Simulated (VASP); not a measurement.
Input of a VASP 6.6.1 run:

INCAR

```
SYSTEM = Sc
ALGO = Normal
EDIFF = 1E-6
ENCUT = 520
GGA = PE
ISIF = 2
ISMEAR = -1
IVDW = 13
LASPH = .True.
LCHARG = .False.
LREAL = .False.
LWAVE = .False.
NBANDS = 12
NELM = 100
PREC = Accurate
SIGMA = 0.05
```

KPOINTS

```
k-points
0
Gamma
  10 10 10
  0 0 0
```

Contents of POSCAR:

```
Sc
1.0
   -1.8242474886      1.8242474886      1.8101251955
    1.8242474886     -1.8242474886      1.8101251955
    1.8242474886      1.8242474886     -1.8101251955
Sc
1
Direct
    0.0000000000      0.0000000000      0.0000000000
```

Potentials or basis: VASP PAW PBE potentials, release 64 (Sc_sv).

The run is started by

```console
$ cat potpaw_PBE.64/Sc_sv/POTCAR > POTCAR
$ mpirun -np 1 vasp_std > vasp.out
```

Question: What does it give for the dispersion energy per atom?

Answer: -0.272 eV.

Question: Estimate the pressure.

Answer: 0.0 GPa.

Caveat: pairwise dispersion overbinds metals, which lowers pressure and volume.
